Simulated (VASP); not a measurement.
# F (C2/m) in VASP: notebook

Runs on F. Level: PBEsol. Tasks: single point.

Program: VASP 6.6.1. These are calculated values, not measurements. Logs are shortened: lines on timing, memory, paths and dates and some standing lists are left out, and cuts for length are marked.

**1. The cell of the first run**

It takes space group C2/m (No. 12, monoclinic). The conventional cell has a = 6.765 Å, b = 3.578 Å, c = 7.632 Å, α = 90.00°, β = 114.17°, γ = 90.00°. F (site symmetry m) has 1 F at 1.42 Å within 1.9 Å. Within 1.9 Å of F (site symmetry m) lie 1 F at 1.42 Å.

**2. Single point, PBEsol**

Input file INCAR:

```
SYSTEM = F
  PREC = Accurate
  ENCUT = 520
  EDIFF = 1E-6
  ISMEAR = 0
  SIGMA = 0.05
  LREAL = .FALSE.
  LASPH = .TRUE.
  NELM = 80
  ALGO = Normal
  ISIF = 2
  LWAVE = .FALSE.
  LCHARG = .FALSE.
  GGA = PS
  NBANDS = 22
```

Input file KPOINTS:

```
regular mesh
0
G
  4 4 2
  0 0 0
```

Input file POSCAR:

```
F
1.0
    3.3722611164     -1.7887900693     -0.2600978693
    3.3722611164      1.7887900693     -0.2600978693
   -2.5803897193      0.0000000000      7.1821343397
F
4
Direct
    0.0848459664      0.0848459664      0.0940038325
    0.9151540336      0.9151540336      0.9059961675
    0.5015719855      0.5015719855      0.5937195244
    0.4984280145      0.4984280145      0.4062804756
```

Potentials or basis: VASP PAW PBE potentials, release 64 (F).

Started as:

```console
> cat potpaw_PBE.64/F/POTCAR > POTCAR
> mpirun -np 1 vasp_std > vasp.out
```

OUTCAR:

```text
SYSTEM = F
   PREC = Accurate
   ENCUT = 520
   EDIFF = 1E-6
   ISMEAR = 0
   LREAL = .FALSE.
   LASPH = .TRUE.
   NELM = 80
   ISIF = 2
   GGA = PS

 ion  position               nearest neighbor table
   1  0.085  0.085  0.094-   2 1.42
   2  0.915  0.915  0.906-   1 1.42
   3  0.502  0.502  0.594-   4 1.42
   4  0.498  0.498  0.406-   3 1.42

  LATTYP: Found a base centered monoclinic cell.
 ALAT       =     6.7645534779
 B/A-ratio  =     0.5288715878
 C/A-ratio  =     1.1281763984
 COS(beta)  =    -0.4094885125

  Lattice vectors:

 A1 = (   3.3722611164,  -1.7887900693,  -0.2600978693)
 A2 = (   3.3722611164,   1.7887900693,  -0.2600978693)
 A3 = (  -2.5803897193,   0.0000000000,   7.1821343397)

Analysis of symmetry for initial positions (statically):
=====================================================================
 Subroutine PRICEL returns:
 Original cell was already a primitive cell.

 Routine SETGRP: Setting up the symmetry group for a
 base centered monoclinic supercell.

 Subroutine GETGRP returns: Found  4 space group operations
 (whereof  4 operations were pure point group operations)
 out of a pool of  4 trial point group operations.

The static configuration has the point symmetry C_2h.

Analysis of symmetry for dynamics (positions and initial velocities):
=====================================================================
 Subroutine PRICEL returns:
 Original cell was already a primitive cell.

 Routine SETGRP: Setting up the symmetry group for a
 base centered monoclinic supercell.

 Subroutine GETGRP returns: Found  4 space group operations
 (whereof  4 operations were pure point group operations)
 out of a pool of  4 trial point group operations.

The dynamic configuration has the point symmetry C_2h.

 Subroutine INISYM returns: Found  4 space group operations
 (whereof  4 operations are pure point group operations),
 and found     1 'primitive' translations

----------------------------------------------------------------------------------------

                                     Primitive cell

  volume of cell :      84.2480

[... 75 lines left out ...]
   ISPIN  =      1    spin polarized calculation?
   LNONCOLLINEAR =      F non collinear calculations
   LSORBIT =      F    spin-orbit coupling
   LASPH  =      T    aspherical Exc in radial PAW
   ENCUT  =  520.0 eV  38.22 Ry    6.18 a.u.   7.11  7.11 14.19*2*pi/ulx,y,z
   NELM   =     80;   NELMIN=  2; NELMDL= -5     # of ELM steps
   EDIFF  = 0.1E-05   stopping-criterion for ELM
   LREAL  =      F    real-space projection
   EDIFFG = 0.1E-04   stopping-criterion for IOM
   NSW    =      0    number of steps for IOM
   IBRION =     -1    ionic relax: 0-MD 1-quasi-New 2-CG
   NFREE  =      0    steps in history (QN), initial steepest desc. (CG)
   ISIF   =      2    stress and relaxation
   ISYM   =      2    0-nonsym 1-usesym 2-fastsym
   POTIM  = 0.5000    time-step for ionic-motion
   TEBEG  =    0.0;   TEEND  =   0.0 temperature during run
   PSTRESS=    0.0 pullay stress
   NELECT =      28.0000    total number of electrons
   NUPDOWN=      -1.0000    fix difference up-down
   EMIN   =  10.00;   EMAX   =-10.00  energy-range for DOS
   EFERMI =   0.00;   METHOD = LEGACY
   ISMEAR =     0;   SIGMA  =   0.05  broadening in eV -4-tet -1-fermi 0-gaus
   EFERMI_NEDOS =   21; number of points for ismear=-14 and -15
   IALGO  =     38    algorithm
   IMIX   =      4    mixing-type and parameters
     AMIX     =   0.40;   BMIX     =  1.00
     AMIX_MAG =   1.60;   BMIX_MAG =  1.00
  volume/ion in A,a.u.               =      21.06       142.13
  Fermi-wavevector in a.u.,A,eV,Ry     =   1.133986  2.142923 17.496057  1.285924
  Thomas-Fermi vector in A             =   2.270689
   LORBIT       =      0    0 simple, 1 ext, 2 COOP (PROOUT), +10 PAW based schemes
   GGA     = PS    functional components
   LHFCALC =     F    Hartree Fock is set to
   AEXX    =    0.0000 exact exchange contribution
   IVDW    =     0    specifies the selected vdW correction
   LEPSILON=     F    determine dielectric tensor
   LRPA    =     F    only Hartree local field effects (RPA)
 non-spin polarized calculation
 Gauss-broadening in eV      SIGMA  =   0.05
  energy-cutoff  :      520.00
  volume of cell :       84.25
 maximum number of plane-waves:      2292
   NGX = 15   NGY = 15   NGZ = 29

 number of electron      27.9999994 magnetization

 Free energy of the ion-electron system (eV)
  ---------------------------------------------------
  ext. energy  EPLUGINS =         0.00000000
  ---------------------------------------------------
  free energy    TOTEN  =        -7.79224363 eV

  energy without entropy =       -7.79224363  energy(sigma->0) =       -7.79224363

 E-fermi :  -5.9119     XC(G=0):  -6.3869

 val. band max:       -6.1870083488   @ k =   0.5000   0.5000   0.0000
 cond. band min:      -3.3403468404   @ k =   0.0000   0.0000   0.0000
 fundamental gap:      2.8466615084
 Fermi energy:        -5.9119065998

 k-point     1 :       0.0000    0.0000    0.0000
  band No.  band energies     occupation
      1     -30.8766      2.00000
      2     -30.7486      2.00000
      3     -24.6751      2.00000
      4     -24.4814      2.00000
      5     -12.5904      2.00000
      6     -12.1488      2.00000
[... 339 lines left out ...]
     21       8.3339      0.00000
     22       8.3938      0.00000

------------------------ aborting loop because EDIFF is reached ----------------------------------------

  FORCE on cell =-STRESS in cart. coord.  units (eV):
  Direction    XX          YY          ZZ          XY          YZ          ZX
  --------------------------------------------------------------------------------------
  -------------------------------------------------------------------------------------
  Total       -0.4755150     -0.2642243     -1.2040371      0.0000000      0.0000000     -0.0722112
  in kB       -9.0430549     -5.0248573    -22.8976475      0.0000000      0.0000000     -1.3732686
  external PRESSURE =     -12.3218532 kB  Pullay stress =       0.0000000 kB

 VOLUME and BASIS-vectors are now :
 -----------------------------------------------------------------------------
  energy-cutoff  :      520.00
  volume of cell :       84.25
      direct lattice vectors                 reciprocal lattice vectors
     3.372261116 -1.788790069 -0.260097869     0.152494191 -0.279518546  0.054787953
     3.372261116  1.788790069 -0.260097869     0.152494191  0.279518546  0.054787953
    -2.580389719  0.000000000  7.182134340     0.011045021  0.000000000  0.143202621

 POSITION                                       TOTAL-FORCE (eV/Angst)
 -----------------------------------------------------------------------------------
      0.32968      0.00000      0.63101        -0.173981      0.000000     -0.342416
      3.83445      0.00000      6.03093         0.173981      0.000000      0.342416
      1.85084      0.00000      4.00326         0.135641      0.000000     -0.362758
      2.31330      0.00000      2.65868        -0.135641      0.000000      0.362758
 -----------------------------------------------------------------------------------
    total drift:                                0.000000      0.000000     -0.000000

  FREE ENERGIE OF THE ION-ELECTRON SYSTEM (eV)
  ---------------------------------------------------
  free  energy   TOTEN  =        -7.7922436344 eV

  energy  without entropy=       -7.7922436344  energy(sigma->0) =       -7.79224363
```

OSZICAR:

```text
N       E                     dE             d eps       ncg     rms          rms(c)
DAV:   1     0.184858159772E+03    0.18486E+03   -0.14695E+04   624   0.113E+03
DAV:   2     0.497427998762E+00   -0.18436E+03   -0.17814E+03   878   0.276E+02
DAV:   3    -0.946702132109E+01   -0.99644E+01   -0.99058E+01   694   0.639E+01
DAV:   4    -0.953490198103E+01   -0.67881E-01   -0.67877E-01   664   0.607E+00
DAV:   5    -0.953534779280E+01   -0.44581E-03   -0.44581E-03   718   0.478E-01    0.111E+01
DAV:   6    -0.825492360640E+01    0.12804E+01   -0.44473E-01   628   0.666E+00    0.632E+00
DAV:   7    -0.779420879757E+01    0.46071E+00   -0.60668E-01   622   0.735E+00    0.683E-01
DAV:   8    -0.779205460574E+01    0.21542E-02   -0.78906E-02   628   0.198E+00    0.119E-01
DAV:   9    -0.779213587844E+01   -0.81273E-04   -0.98702E-04   724   0.237E-01    0.695E-02
DAV:  10    -0.779224008968E+01   -0.10421E-03   -0.27609E-04   640   0.135E-01    0.261E-02
DAV:  11    -0.779224391722E+01   -0.38275E-05   -0.29752E-05   670   0.516E-02    0.676E-03
DAV:  12    -0.779224363443E+01    0.28279E-06   -0.39220E-06   664   0.171E-02
   1 F= -.77922436E+01 E0= -.77922436E+01  d E =-.628288E-16
```

stdout:

```text
POSCAR found type information on POSCAR F
 POSCAR found :  1 types and       4 ions
 scaLAPACK will be used
 -----------------------------------------------------------------------------
|                                                                             |
|                                                                             |
|     You enforced a specific xc type in the INCAR file but a different       |
|     I HOPE YOU KNOW WHAT YOU ARE DOING!                                     |
|                                                                             |
 -----------------------------------------------------------------------------

 LDA part: xc-table for (Slater+PW92), standard interpolation
 POSCAR, INCAR and KPOINTS ok, starting setup
 FFT: planning ... GRIDC
 FFT: planning ... GRID_SOFT
 FFT: planning ... GRID
 WAVECAR not read
 entering main loop
```

It took 41 s on 1 thread of Intel Xeon 6975P-C, shared host; peak memory 0.19 GiB.

Results:

| Property | Result |
| --- | --- |
| Free energy | -7.7922 eV |
| Pressure | -1.2 GPa |
| Largest force | 0.387 eV/Å |
| Band gap on the k mesh | 2.85 eV, indirect (least direct gap 2.92 eV) |

Forces in eV/Å, atoms in the order of the input:
```
F   -0.174  0.000 -0.342
F    0.174  0.000  0.342
F    0.136  0.000 -0.363
F   -0.136  0.000  0.363
```

Stress tensor (GPa, compression positive):
```
-0.90  0.00 -0.14
 0.00 -0.50  0.00
-0.14  0.00 -2.29
```

Caveat: the k points lie up to 0.51 Å⁻¹ apart; the PAW data sets were made with another functional, which shifts forces and pressure a little.

**3. Single point, PBEsol**

Input file INCAR:

```
SYSTEM = F
PREC = Accurate
ENCUT = 520
EDIFF = 1E-7
ISMEAR = 0
SIGMA = 0.05
LREAL = .False.
LASPH = .True.
NELM = 80
ALGO = Normal
ISIF = 2
LWAVE = .False.
LCHARG = .False.
GGA = PS
NBANDS = 22
```

Input file KPOINTS:

```
Automatic mesh
0
Gamma
  4 4 2
  0 0 0
```

Input file POSCAR:

```
F
1.0
    3.3009202588     -1.8080167771     -0.2545954469
    3.3009202588      1.8080167771     -0.2545954469
   -2.5087194409      0.0000000000      7.2516640943
F
4
Direct
    0.0848459664      0.0848459664      0.0940038325
    0.9151540336      0.9151540336      0.9059961675
    0.5015719855      0.5015719855      0.5937195244
    0.4984280145      0.4984280145      0.4062804756
```

Potentials or basis: VASP PAW PBE potentials, release 64 (F).

Started as:

```console
> cat potpaw_PBE.64/F/POTCAR > POTCAR
> mpirun -np 1 vasp_std > vasp.out
```

Wall time 43 s (1 thread of Intel Xeon 6975P-C, shared host); peak memory 0.19 GiB.

It converged, with:

```
Free energy            : -7.7833 eV
Pressure               : -1.8 GPa
Largest force          : 0.663 eV/Å
Band gap on the k mesh : 2.74 eV, indirect (least direct gap 2.82 eV)
```

Forces on the atoms (eV/Å):
```
F   -0.296  0.000 -0.586
F    0.296  0.000  0.586
F    0.217  0.000 -0.627
F   -0.217  0.000  0.627
```

Stress tensor (GPa, compression positive):
```
-1.13  0.00 -0.23
 0.00 -0.52  0.00
-0.23  0.00 -3.63
```

Levels at points of the mesh, in eV from the valence-band top:
```
           k point  band 12  band 13  band 14  band 15  band 16  band 17
(0.00, 0.00, 0.00)    -0.15    -0.11    -0.07     2.74     3.35     8.58
(0.50, 0.00, 0.00)    -0.26    -0.25    -0.15     3.07     3.15    12.32
(0.50, 0.50, 0.00)    -0.23    -0.15     0.00     3.03     3.13    12.53
(0.00, 0.00, 0.50)    -0.16    -0.15    -0.08     3.00     3.07     9.40
(0.50, 0.00, 0.50)    -0.29    -0.18    -0.06     2.94     3.26    12.23
(0.50, 0.50, 0.50)    -0.20    -0.15    -0.08     3.06     3.14    12.04
```

Caveat: the k points lie up to 0.51 Å⁻¹ apart; the PAW data sets were made with another functional, which shifts forces and pressure a little.

**4. Single point, PBEsol**

This run uses another cell than the first one, of the same volume but with other edges.

Input file INCAR:

```
  ALGO = Normal
  EDIFF = 1E-6
  ENCUT = 520
  GGA = PS
  ISIF = 2
  ISMEAR = 0
  LASPH = T
  LCHARG = F
  LREAL = F
  LWAVE = F
  NBANDS = 22
  NELM = 60
  PREC = Accurate
  SIGMA = 0.05
```

Input file KPOINTS:

```
k-points
0
Gamma
  4 4 2
```

Input file POSCAR:

```
F
1.0
    3.1967002709     -1.8372532052     -0.2465571023
    3.1967002709      1.8372532052     -0.2465571023
   -2.4036744063      0.0000000000      7.3576958349
F
4
Direct
    0.0848459664      0.0848459664      0.0940038325
    0.9151540336      0.9151540336      0.9059961675
    0.5015719855      0.5015719855      0.5937195244
    0.4984280145      0.4984280145      0.4062804756
```

Started as:

```console
> cat potpaw_PBE.64/F/POTCAR > POTCAR
> mpirun -np 1 vasp_std > vasp.out
```

Run time: 41 s. Hardware: 1 thread of Intel Xeon 6975P-C, shared host; peak memory 0.19 GiB.

Results (log left out):

```yaml
Free_energy: -7.7602 eV
Pressure: -2.5 GPa
Largest_force: 1.076 eV/Å
Band_gap_on_the_k_mesh: 2.59 eV, indirect (least direct gap 2.65 eV)
```

Forces in eV/Å, atoms in the order of the input:
```
F   -0.469  0.000 -0.954
F    0.469  0.000  0.954
F    0.328  0.000 -1.024
F   -0.328  0.000  1.024
```

Stress tensor (GPa, compression positive):
```
-1.38  0.00 -0.37
 0.00 -0.52  0.00
-0.37  0.00 -5.69
```

Levels at points of the mesh, in eV from the valence-band top:
| k point | band 11 | band 12 | band 13 | band 14 | band 15 | band 16 | band 17 | band 18 |
| --- | --- | --- | --- | --- | --- | --- | --- | --- |
| (0.00, 0.00, 0.00) | -0.28 | -0.15 | -0.09 | -0.07 | 2.59 | 3.22 | 8.64 | 11.08 |
| (0.50, 0.00, 0.00) | -0.31 | -0.25 | -0.23 | -0.13 | 2.92 | 3.01 | 12.35 | 12.48 |
| (0.50, 0.50, 0.00) | -0.28 | -0.24 | -0.15 | 0.00 | 2.88 | 3.00 | 12.73 | 12.81 |
| (0.00, 0.00, 0.50) | -0.25 | -0.15 | -0.14 | -0.07 | 2.85 | 2.93 | 9.43 | 9.45 |
| (0.50, 0.00, 0.50) | -0.39 | -0.27 | -0.16 | -0.05 | 2.78 | 3.12 | 12.26 | 13.04 |
| (0.50, 0.50, 0.50) | -0.31 | -0.20 | -0.16 | -0.07 | 2.91 | 3.00 | 12.29 | 12.39 |

Caveat: the k points lie up to 0.50 Å⁻¹ apart; the PAW data sets were made with another functional, which shifts forces and pressure a little.

[end of part 1 of 2]
